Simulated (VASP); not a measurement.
# V (Fm-3m) in VASP: further runs, part 2 of 2

VASP 6.6.1.

## 3. Single point, PBE

INCAR

```
PREC = Accurate
ENCUT = 520
EDIFF = 1E-7
ISMEAR = 0
SIGMA = 0.15
LREAL = False
LASPH = True
NELM = 80
ALGO = Fast
ISIF = 2
LWAVE = False
LCHARG = True
GGA = PE
LELF = True
LVHAR = True
NBANDS = 12
```

KPOINTS

```
Automatic mesh
0
Gamma
  24 24 24
```

POSCAR

```
V
1.0
    0.0000000000      1.8950000000      1.8950000000
    1.8950000000      0.0000000000      1.8950000000
    1.8950000000      1.8950000000      0.0000000000
V
1
Direct
    0.0000000000      0.0000000000      0.0000000000
```

Potentials or basis: VASP PAW PBE potentials, release 64 (V_sv).

Started as:

```sh
$ cat potpaw_PBE.64/V_sv/POTCAR > POTCAR
$ mpirun -np 1 vasp_std > vasp.out
```

OUTCAR:

```text
PREC = Accurate
   ENCUT = 520
   EDIFF = 1E-7
   ISMEAR = 0
   LREAL = False
   LASPH = True
   NELM = 80
   ISIF = 2
   GGA = PE

 ion  position               nearest neighbor table
   1  0.000  0.000  0.000-

  LATTYP: Found a face centered cubic cell.
 ALAT       =     3.7900000000

  Lattice vectors:

 A1 = (   0.0000000000,   1.8950000000,   1.8950000000)
 A2 = (   1.8950000000,   0.0000000000,   1.8950000000)
 A3 = (   1.8950000000,   1.8950000000,   0.0000000000)

Analysis of symmetry for initial positions (statically):
=====================================================================
 Subroutine PRICEL returns:
 Original cell was already a primitive cell.

 Routine SETGRP: Setting up the symmetry group for a
 face centered cubic supercell.

 Subroutine GETGRP returns: Found 48 space group operations
 (whereof 48 operations were pure point group operations)
 out of a pool of 48 trial point group operations.

The static configuration has the point symmetry O_h .

Analysis of symmetry for dynamics (positions and initial velocities):
=====================================================================
 Subroutine PRICEL returns:
 Original cell was already a primitive cell.

 Routine SETGRP: Setting up the symmetry group for a
 face centered cubic supercell.

 Subroutine GETGRP returns: Found 48 space group operations
 (whereof 48 operations were pure point group operations)
 out of a pool of 48 trial point group operations.

The dynamic configuration has the point symmetry O_h .

 Subroutine INISYM returns: Found 48 space group operations
 (whereof 48 operations are pure point group operations),
 and found     1 'primitive' translations

----------------------------------------------------------------------------------------

                                     Primitive cell

  volume of cell :      13.6100

  direct lattice vectors                    reciprocal lattice vectors
     0.000000000  1.895000000  1.895000000    -0.263852243  0.263852243  0.263852243
     1.895000000  0.000000000  1.895000000     0.263852243 -0.263852243  0.263852243
     1.895000000  1.895000000  0.000000000     0.263852243  0.263852243 -0.263852243

  length of vectors
     2.679934701  2.679934701  2.679934701     0.457005490  0.457005490  0.457005490

  position of ions in fractional coordinates (direct lattice)
     0.000000000  0.000000000  0.000000000

  ion indices of the primitive-cell ions
   primitive index   ion index
                 1           1

----------------------------------------------------------------------------------------

 KPOINTS: Automatic mesh

Automatic generation of k-mesh.
 Grid dimensions read from file:
 generate k-points for:   24   24   24

 Generating k-lattice:

  Cartesian coordinates                     Fractional coordinates (reciprocal lattice)
    -0.010993843  0.010993843  0.010993843     0.041666667  0.000000000  0.000000000
     0.010993843 -0.010993843  0.010993843     0.000000000  0.041666667  0.000000000
     0.010993843  0.010993843 -0.010993843     0.000000000  0.000000000  0.041666667

  Length of vectors
     0.019041895  0.019041895  0.019041895

  Shift w.r.t. Gamma in fractional coordinates (k-lattice)
     0.000000000  0.000000000  0.000000000

 Subroutine IBZKPT returns following result:
 ===========================================

 Found    413 irreducible k-points:

 Following reciprocal coordinates:
            Coordinates               Weight
  0.000000  0.000000  0.000000      1.000000
  0.041667  0.000000  0.000000      8.000000
  0.083333  0.000000  0.000000      8.000000
  0.125000  0.000000  0.000000      8.000000
  0.166667  0.000000  0.000000      8.000000
  0.208333  0.000000  0.000000      8.000000
[... 16 lines left out ...]
  0.416667  0.041667  0.000000     24.000000
  0.458333  0.041667  0.000000     24.000000
 [... further k-points ...]
   k-points           NKPTS =    413   k-points in BZ     NKDIM =    413   number of bands    NBANDS=     12
   number of dos      NEDOS =    301   number of ions     NIONS =      1
   total plane-waves  NPLWV =   8000
   dimension x,y,z NGX =    20 NGY =   20 NGZ =   20
   dimension x,y,z NGXF=    40 NGYF=   40 NGZF=   40
   ions per type =               1
   NGX,Y,Z   is equivalent  to a cutoff of  12.41, 12.41, 12.41 a.u.
   NGXF,Y,Z  is equivalent  to a cutoff of  24.81, 24.81, 24.81 a.u.
 SYSTEM =  unknown system
   PREC   = accura    normal or accurate (medium, high low for compatibility)
   ISTART =      0    job   : 0-new  1-cont  2-samecut
   ICHARG =      2    charge: 1-file 2-atom 10-const
   ISPIN  =      1    spin polarized calculation?
   LNONCOLLINEAR =      F non collinear calculations
   LSORBIT =      F    spin-orbit coupling
   LASPH  =      T    aspherical Exc in radial PAW
   ENCUT  =  520.0 eV  38.22 Ry    6.18 a.u.   4.98  4.98  4.98*2*pi/ulx,y,z
   NELM   =     80;   NELMIN=  2; NELMDL= -5     # of ELM steps
   EDIFF  = 0.1E-06   stopping-criterion for ELM
   LREAL  =      F    real-space projection
   EDIFFG = 0.1E-05   stopping-criterion for IOM
   NSW    =      0    number of steps for IOM
   IBRION =     -1    ionic relax: 0-MD 1-quasi-New 2-CG
   NFREE  =      0    steps in history (QN), initial steepest desc. (CG)
   ISIF   =      2    stress and relaxation
   ISYM   =      2    0-nonsym 1-usesym 2-fastsym
   POTIM  = 0.5000    time-step for ionic-motion
   TEBEG  =    0.0;   TEEND  =   0.0 temperature during run
   PSTRESS=    0.0 pullay stress
   NELECT =      13.0000    total number of electrons
   NUPDOWN=      -1.0000    fix difference up-down
   EMIN   =  10.00;   EMAX   =-10.00  energy-range for DOS
   EFERMI =   0.00;   METHOD = LEGACY
   ISMEAR =     0;   SIGMA  =   0.15  broadening in eV -4-tet -1-fermi 0-gaus
   EFERMI_NEDOS =   21; number of points for ismear=-14 and -15
   IALGO  =     68    algorithm
   IMIX   =      4    mixing-type and parameters
     AMIX     =   0.40;   BMIX     =  1.00
     AMIX_MAG =   1.60;   BMIX_MAG =  1.00
  volume/ion in A,a.u.               =      13.61        91.84
  Fermi-wavevector in a.u.,A,eV,Ry     =   1.612266  3.046741 35.367013  2.599402
  Thomas-Fermi vector in A             =   2.707524
   LORBIT       =      0    0 simple, 1 ext, 2 COOP (PROOUT), +10 PAW based schemes
   GGA     = PE    functional components
   LHFCALC =     F    Hartree Fock is set to
   AEXX    =    0.0000 exact exchange contribution
   IVDW    =     0    specifies the selected vdW correction
   LEPSILON=     F    determine dielectric tensor
   LRPA    =     F    only Hartree local field effects (RPA)
 non-spin polarized calculation
 RMM-DIIS sequential band-by-band and
 Gauss-broadening in eV      SIGMA  =   0.15
  energy-cutoff  :      520.00
  volume of cell :       13.61
 maximum number of plane-waves:       380
   NGX =  9   NGY =  9   NGZ =  9

 number of electron      13.0000007 magnetization

 Free energy of the ion-electron system (eV)
  ---------------------------------------------------
  ext. energy  EPLUGINS =         0.00000000
  ---------------------------------------------------
  free energy    TOTEN  =        -8.75532817 eV

  energy without entropy =       -8.73630773  energy(sigma->0) =       -8.74581795

 E-fermi :   9.8979     XC(G=0): -12.8511

 val. band max:        9.8976147474   @ k =  -0.4583   0.3750   0.1250
 cond. band min:       9.8984989415   @ k =  -0.3750   0.3750   0.0833
 fundamental gap:      0.0008841941
 Fermi energy:         9.8979435615

 k-point     1 :       0.0000    0.0000    0.0000
  band No.  band energies     occupation
      1     -54.1579      2.00000
      2     -27.4830      2.00000
      3     -27.4830      2.00000
      4     -27.4830      2.00000
      5       3.0171      2.00000
      6      10.0615      0.12309
      7      10.0615      0.12309
      8      10.0615      0.12309
      9      11.8514      0.00000
     10      11.8514      0.00000
     11      27.6497      0.00000
     12      32.9224      0.00000

 k-point     2 :       0.0417    0.0000    0.0000
  band No.  band energies     occupation
      1     -54.1550      2.00000
      2     -27.4983      2.00000
      3     -27.4849      2.00000
      4     -27.4849      2.00000
      5       3.0832      2.00000
      6      10.0251      0.23042
      7      10.0851      0.07766
      8      10.0851      0.07766
      9      11.8368      0.00000
     10      11.8368      0.00000
     11      27.6961      0.00000
     12      32.3713      0.00000
[... 316 lines left out ...]
 k-point    24 :       0.4583    0.0417    0.0000
  band No.  band energies     occupation
      1     -53.9850      2.00000
      2     -28.3199      2.00000
      3     -27.5969      2.00000
      4     -27.5963      2.00000
      5       6.5321      2.00000
      6       9.8727      1.18799
      7      10.0138      0.27474
      8      10.4193      0.00000
      9      13.0192      0.00000
     10      13.0595      0.00000
     11      19.5352      0.00000
     12      26.8837      0.00000

 [... further k-points ...]
[... 5 lines left out ...]
  --------------------------------------------------------------------------------------
  -------------------------------------------------------------------------------------
  Total        0.3518267      0.3518267      0.3518267     -0.0000000     -0.0000000      0.0000000
  in kB       41.4172999     41.4172999     41.4172999     -0.0000000     -0.0000000      0.0000000
  external PRESSURE =      41.4172999 kB  Pullay stress =       0.0000000 kB

 VOLUME and BASIS-vectors are now :
 -----------------------------------------------------------------------------
  energy-cutoff  :      520.00
  volume of cell :       13.61
      direct lattice vectors                 reciprocal lattice vectors
     0.000000000  1.895000000  1.895000000    -0.263852243  0.263852243  0.263852243
     1.895000000  0.000000000  1.895000000     0.263852243 -0.263852243  0.263852243
     1.895000000  1.895000000  0.000000000     0.263852243  0.263852243 -0.263852243

 POSITION                                       TOTAL-FORCE (eV/Angst)
 -----------------------------------------------------------------------------------
      0.00000      0.00000      0.00000         0.000000      0.000000     -0.000000
 -----------------------------------------------------------------------------------
    total drift:                                0.000000      0.000000      0.000000

  FREE ENERGIE OF THE ION-ELECTRON SYSTEM (eV)
  ---------------------------------------------------
  free  energy   TOTEN  =        -8.7553281700 eV

  energy  without entropy=       -8.7363077281  energy(sigma->0) =       -8.74581795
```

stdout:

```text
POSCAR found type information on POSCAR V
 POSCAR found :  1 types and       1 ions
 scaLAPACK will be used
 LDA part: xc-table for (Slater+PW92), standard interpolation
 POSCAR, INCAR and KPOINTS ok, starting setup
 FFT: planning ... GRIDC
 FFT: planning ... GRID_SOFT
 FFT: planning ... GRID
 WAVECAR not read
 entering main loop
```

Run time: 38 s. Hardware: 1 thread of Intel Xeon Platinum 8559C (Emerald Rapids), shared host; peak memory 0.17 GiB.

Results:

```
Free energy : -8.7553 eV
Pressure    : 4.1 GPa
```

Levels at points of the mesh, in eV from the Fermi level:
| k point | band 2 | band 3 | band 4 | band 5 | band 6 | band 7 | band 8 | band 9 | band 10 | band 11 |
| --- | --- | --- | --- | --- | --- | --- | --- | --- | --- | --- |
| (0.00, 0.00, 0.00) | -37.38 | -37.38 | -37.38 | -6.88 | 0.16 | 0.16 | 0.16 | 1.95 | 1.95 | 17.75 |
| (0.50, 0.00, 0.00) | -38.25 | -37.49 | -37.49 | -3.38 | 0.04 | 0.04 | 0.85 | 3.15 | 3.15 | 9.21 |
| (0.50, 0.50, 0.00) | -38.19 | -37.68 | -37.68 | -3.55 | -2.69 | 3.13 | 3.46 | 3.46 | 3.49 | 11.94 |
